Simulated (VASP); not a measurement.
# Ga (Cmcm) in VASP: relaxation of cell and atoms with PBE

Aim: the relaxation of cell and atoms of Ga with PBE.

All numbers are computed with VASP 6.6.1; they aren't measurements. Logs are shortened: lines on timing, memory, paths and dates and some standing lists are left out, and cuts for length are marked.

## 1. The cell of the first run

The structure is orthorhombic, space group Cmcm (No. 63). Conventional cell: a = 7.634 Å, b = 4.653 Å, c = 4.488 Å, α = 90.00°, β = 90.00°, γ = 90.00°. Ga (site symmetry m) has 7 Ga at 2.48 to 2.76 Å within 3.3 Å.

## 2. Relaxation of cell and atoms, PBE

Input file INCAR:

```
PREC = Accurate
ENCUT = 600
EDIFF = 1E-6
ISMEAR = 0
SIGMA = 0.1
LREAL = F
LASPH = T
NELM = 80
ALGO = Fast
ISIF = 3
LWAVE = F
LCHARG = F
GGA = PE
IBRION = 2
NSW = 100
EDIFFG = -0.01
```

Input file KPOINTS:

```
Automatic mesh
0
Gamma
  12 12 10
```

Input file POSCAR:

```
Ga
1.0
    3.8169566100     -2.3266295500      0.0000000000
    3.8169566100      2.3266295500      0.0000000000
    0.0000000000      0.0000000000      4.4882540000
Ga
4
Direct
    0.9903146100      0.3344495100      0.2500000000
    0.3344495100      0.9903146100      0.7500000000
    0.0096853900      0.6655504900      0.7500000000
    0.6655504900      0.0096853900      0.2500000000
```

Potentials or basis: VASP PAW PBE potentials, release 64 (Ga_d).

The run is started by

```sh
> cat potpaw_PBE.64/Ga_d/POTCAR > POTCAR
> mpirun -np 1 vasp_std > vasp.out
```

OUTCAR:

```text
PREC = Accurate
   ENCUT = 600
   EDIFF = 1E-6
   ISMEAR = 0
   LREAL = F
   LASPH = T
   NELM = 80
   ISIF = 3
   GGA = PE
   IBRION = 2
   NSW = 100
   EDIFFG = -0.01

 ion  position               nearest neighbor table
   1  0.990  0.334  0.250-   4 2.48   4 2.68   4 2.68   3 2.71   3 2.71   2 2.76   2 2.76
   2  0.334  0.990  0.750-   3 2.48   3 2.68   3 2.68   4 2.71   4 2.71   1 2.76   1 2.76
   3  0.010  0.666  0.750-   2 2.48   2 2.68   2 2.68   1 2.71   1 2.71   4 2.76   4 2.76
   4  0.666  0.010  0.250-   1 2.48   1 2.68   1 2.68   2 2.71   2 2.71   3 2.76   3 2.76

  LATTYP: Found a base centered orthorhombic cell.
 ALAT       =     4.6532591000
 B/A-ratio  =     1.6405519349
 C/A-ratio  =     0.9645398856

  Lattice vectors:

 A1 = (  -3.8169566100,  -2.3266295500,   0.0000000000)
 A2 = (   3.8169566100,  -2.3266295500,   0.0000000000)
 A3 = (   0.0000000000,   0.0000000000,   4.4882540000)

Analysis of symmetry for initial positions (statically):
=====================================================================
 Subroutine PRICEL returns:
 Original cell was already a primitive cell.

 Routine SETGRP: Setting up the symmetry group for a
 base centered orthorhombic supercell.

 Subroutine GETGRP returns: Found  8 space group operations
 (whereof  4 operations were pure point group operations)
 out of a pool of  8 trial point group operations.

The static configuration has the point symmetry C_2h.
 The point group associated with its full space group is D_2h.

Analysis of symmetry for dynamics (positions and initial velocities):
=====================================================================
 Subroutine PRICEL returns:
 Original cell was already a primitive cell.

 Routine SETGRP: Setting up the symmetry group for a
 base centered orthorhombic supercell.

 Subroutine GETGRP returns: Found  8 space group operations
 (whereof  4 operations were pure point group operations)
 out of a pool of  8 trial point group operations.

The dynamic configuration has the point symmetry C_2h.
 The point group associated with its full space group is D_2h.

 Subroutine INISYM returns: Found  8 space group operations
 (whereof  4 operations are pure point group operations),
 and found     1 'primitive' translations

----------------------------------------------------------------------------------------
[... 118 lines left out ...]
  volume/ion in A,a.u.               =      19.93       134.49
  Fermi-wavevector in a.u.,A,eV,Ry     =   1.419794  2.683022 27.426826  2.015815
  Thomas-Fermi vector in A             =   2.540777
   LORBIT       =      0    0 simple, 1 ext, 2 COOP (PROOUT), +10 PAW based schemes
   GGA     = PE    functional components
   LHFCALC =     F    Hartree Fock is set to
   AEXX    =    0.0000 exact exchange contribution
   IVDW    =     0    specifies the selected vdW correction
   LEPSILON=     F    determine dielectric tensor
   LRPA    =     F    only Hartree local field effects (RPA)
 conjugate gradient relaxation of ions
 non-spin polarized calculation
 RMM-DIIS sequential band-by-band and
 Gauss-broadening in eV      SIGMA  =   0.10
  energy-cutoff  :      600.00
  volume of cell :       79.72
 maximum number of plane-waves:      2692
   NGX = 17   NGY = 17   NGZ = 17

--------------------------------------- Ionic step        1  -------------------------------------------

 number of electron      51.9999986 magnetization

 Free energy of the ion-electron system (eV)
  ---------------------------------------------------
  ext. energy  EPLUGINS =         0.00000000
  ---------------------------------------------------
  free energy    TOTEN  =       -11.55019376 eV

  energy without entropy =      -11.54552864  energy(sigma->0) =      -11.54786120

------------------------ aborting loop because EDIFF is reached ----------------------------------------

  FORCE on cell =-STRESS in cart. coord.  units (eV):
  Direction    XX          YY          ZZ          XY          YZ          ZX
  --------------------------------------------------------------------------------------
  -------------------------------------------------------------------------------------
  Total        1.8581901      1.0737301      2.0028587      0.0000000     -0.0000000      0.0000000
  in kB       37.3464081     21.5801192     40.2539962      0.0000000     -0.0000000      0.0000000
  external PRESSURE =      33.0601745 kB  Pullay stress =       0.0000000 kB
[... 95 lines left out ...]
  FREE ENERGIE OF THE ION-ELECTRON SYSTEM (eV)
  ---------------------------------------------------
  free  energy   TOTEN  =       -11.6080393016 eV

  energy  without entropy=      -11.6041613129  energy(sigma->0) =      -11.60610031

[... ionic steps 4 to 8 ...]

--------------------------------------- Ionic step        9  -------------------------------------------

 number of electron      52.0000002 magnetization

------------------------ aborting loop because EDIFF is reached ----------------------------------------
[... 71 lines left out ...]
--------------------------------------- Ionic step       11  -------------------------------------------

 number of electron      52.0000002 magnetization

 Free energy of the ion-electron system (eV)
  ---------------------------------------------------
  ext. energy  EPLUGINS =         0.00000000
  ---------------------------------------------------
  free energy    TOTEN  =       -11.61031744 eV

  energy without entropy =      -11.60619688  energy(sigma->0) =      -11.60825716

 E-fermi :   4.2842     XC(G=0): -10.1860

 val. band max:        4.2786693852   @ k =   0.5000   0.1667   0.0000
 cond. band min:       4.3066426932   @ k =   0.4167   0.3333   0.1000
 fundamental gap:      0.0279733081
 Fermi energy:         4.2841537068

 k-point     1 :       0.0000    0.0000    0.0000
  band No.  band energies     occupation
      1     -10.7222      2.00000
      2     -10.7053      2.00000
      3     -10.6824      2.00000
      4     -10.6578      2.00000
      5     -10.5936      2.00000
      6     -10.5791      2.00000
[... 805 lines left out ...]
     30       8.3261      0.00000
     31       8.9369      0.00000

 [... further k-points ...]

------------------------ aborting loop because EDIFF is reached ----------------------------------------

  FORCE on cell =-STRESS in cart. coord.  units (eV):
  Direction    XX          YY          ZZ          XY          YZ          ZX
  --------------------------------------------------------------------------------------
  -------------------------------------------------------------------------------------
  Total       -0.0101673      0.0101355      0.0030611      0.0000000     -0.0000000      0.0000000
  in kB       -0.1916783      0.1910795      0.0577089      0.0000000     -0.0000000      0.0000000
  external PRESSURE =       0.0190367 kB  Pullay stress =       0.0000000 kB
[... 19 lines left out ...]
  FREE ENERGIE OF THE ION-ELECTRON SYSTEM (eV)
  ---------------------------------------------------
  free  energy   TOTEN  =       -11.6103174396 eV

  energy  without entropy=      -11.6061968824  energy(sigma->0) =      -11.60825716

 reached required accuracy - stopping structural energy minimisation
```

OSZICAR:

```text
N       E                     dE             d eps       ncg     rms          rms(c)
DAV:   1     0.374025480293E+03    0.37403E+03   -0.28618E+04 16202   0.343E+03
DAV:   2     0.321645355499E+02   -0.34186E+03   -0.33620E+03 16374   0.603E+02
DAV:   3    -0.103596244659E+02   -0.42524E+02   -0.42153E+02 18208   0.162E+02
DAV:   4    -0.116256359203E+02   -0.12660E+01   -0.12545E+01 17927   0.318E+01
[... 96 lines left out ...]
       N       E                     dE             d eps       ncg     rms          rms(c)
DAV:   1    -0.116103345930E+02   -0.17122E-04   -0.58737E-04 18754   0.182E-01    0.263E-02
RMM:   2    -0.116103229844E+02    0.11609E-04   -0.41587E-05 18621   0.744E-02    0.146E-02
RMM:   3    -0.116103175845E+02    0.54000E-05   -0.12342E-05 18047   0.291E-02    0.284E-03
RMM:   4    -0.116103174396E+02    0.14489E-06   -0.22787E-06  9574   0.149E-02
  11 F= -.11610317E+02 E0= -.11608257E+02  d E =-.125963E-03
```

CONTCAR:

```text
Ga
   1.00000000000000
     3.9099187739536436   -2.3383984612474387   -0.0000000000000000
     3.9099187739536436    2.3383984612474387    0.0000000000000000
     0.0000000000000000    0.0000000000000000    4.6475599240063303
  Ga
     4
Direct
     0.9901635133528380    0.3341766661717604    0.2500000000000000
     0.3341766661717604    0.9901635133528380    0.7500000000000000
     0.0098364866471618    0.6658233338282398    0.7500000000000000
     0.6658233338282398    0.0098364866471618    0.2500000000000000

  0.00000000E+00  0.00000000E+00  0.00000000E+00
  0.00000000E+00  0.00000000E+00  0.00000000E+00
  0.00000000E+00  0.00000000E+00  0.00000000E+00
  0.00000000E+00  0.00000000E+00  0.00000000E+00
```

It took 1.7 h on 1 thread of Oxide Virtual Turin-like, shared host; peak memory 0.61 GiB.

Results:

* Free energy: -11.6103 eV
* Relaxed volume: 21.25 Å³/atom
* Relaxed cell: a = 4.556 Å, b = 4.556 Å, c = 4.648 Å, α = 90.00°, β = 90.00°, γ = 61.76°
* Space group after relaxing (to 0.1 Å): Cmcm (No. 63)
* Energy gained by relaxing: 15.0 meV/atom
* Ionic steps: 11
* Pressure after relaxing: 0.0 GPa
* Largest force after relaxing: 0.008 eV/Å
* Band gap on the k mesh: zero (bands 26 and 27 overlap by 0.66 eV)

Forces on the atoms (eV/Å):
```
Ga  -0.004 -0.007  0.000
Ga  -0.004  0.007  0.000
Ga   0.004  0.007  0.000
Ga   0.004 -0.007  0.000
```

Step by step:
```
step  energy change (eV)  largest force (eV/Å)  pressure (GPa)  volume (Å³)
   1              0.0000                0.0294            3.31        79.72
   2             -0.0573                0.0204            0.16        84.55
   3             -0.0578                0.0223            0.00        84.92
   4             -0.0576                0.0262           -0.37        85.64
   5             -0.0579                0.0220           -0.11        85.07
   6             -0.0592                0.0090           -0.01        85.02
   7             -0.0599                0.0197            0.03        84.95
   8             -0.0600                0.0252            0.04        84.92
   9             -0.0601                0.0113           -0.09        85.00
  10             -0.0601                0.0109            0.11        84.98
  11             -0.0601                0.0080            0.00        84.98
```

Final structure:
```xyz
4
Lattice="3.9099 -2.3384 0.0000 3.9099 2.3384 0.0000 0.0000 0.0000 4.6476" Properties=species:S:1:pos:R:3 pbc="T T T"
Ga    5.1781   -1.5340    1.1619
Ga    5.1781    1.5340    3.4857
Ga    2.6418    1.5340    3.4857
Ga    2.6418   -1.5340    1.1619
```

Levels at points of the mesh, in eV from the Fermi level:
```tsv
k point	band 23	band 24	band 25	band 26	band 27	band 28	band 29	band 30
(0.00, 0.00, 0.00)	-3.05	-2.23	-2.01	-0.89	0.86	1.18	2.60	4.28
(0.50, 0.00, 0.00)	-3.13	-3.10	-1.13	-0.40	-0.20	-0.03	3.37	4.05
(0.50, 0.50, 0.00)	-4.18	-2.46	-2.01	-1.63	0.45	1.23	3.40	3.62
(0.00, 0.00, 0.50)	-0.43	-0.43	-0.42	-0.42	0.10	0.10	2.91	2.91
(0.50, 0.00, 0.50)	-5.86	-5.86	-1.33	-1.33	0.86	0.86	6.52	6.52
(0.50, 0.50, 0.50)	-5.39	-5.39	-1.79	-1.79	0.31	0.31	6.47	6.47
```

The gap in the log of VASP goes by the Fermi energy; the results here count the filled bands.